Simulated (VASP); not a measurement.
Set up this calculation in VASP 6.6.1, as the native input.

```yaml
Task: single point
Functional: BLYP
Potentials_or_basis: VASP PAW PBE potentials, release 64 (Li_sv)
Cutoff: 520 eV
k_mesh: 13 × 13 × 13
Occupations: fermi-dirac, width 0.1 eV
Spin: no spin polarisation
Dipole_correction: no
Further_INCAR_settings: ALGO = Normal; EDIFF = 1e-06; NBANDS = 12
```

The structure of Li lies in POSCAR:

```
Li
1.0
    1.4635235770      0.8449657311      7.1232222018
   -1.4635235770      0.8449657311      7.1232222018
    0.0000000000     -1.6899314623      7.1232222018
Li
3
Direct
    0.0000000000      0.0000000000      1.0000000000
    0.2221860148      0.2221860148      0.2221860148
    0.7778139852      0.7778139852      0.7778139852
```

This cell differs from its parent crystal: volume scaled by 0.88.

These files were run (other wordings do the same):

INCAR

```
SYSTEM = Li
AGGAC = 1.0 ; AGGAX = 1.0
ALDAC = 0.0 ; ALDAX = 1.0
ALGO = Normal ; EDIFF = 1E-6
ENCUT = 520 ; GGA = B5
ISIF = 2 ; ISMEAR = -1
LASPH = .TRUE. ; LCHARG = .FALSE.
LREAL = .FALSE. ; LWAVE = .FALSE.
NBANDS = 12 ; NELM = 100
PREC = Accurate ; SIGMA = 0.1
```

KPOINTS

```
k-points
0
G
  13 13 13
  0 0 0
```

Potentials or basis: VASP PAW PBE potentials, release 64 (Li_sv).

Launch:

```sh
$ cat potpaw_PBE.64/Li_sv/POTCAR > POTCAR
$ mpirun -np 1 vasp_std > vasp.out
```

Results of the run:

```
Largest force : 0.003 eV/Å
```

Caveat: the PAW data sets were made with another functional, which shifts forces and pressure a little.

Wall time 5.5 min on 1 thread of AMD EPYC 9R45 96-Core Processor (Zen 5), with other jobs on the host, peak memory 0.39 GiB.
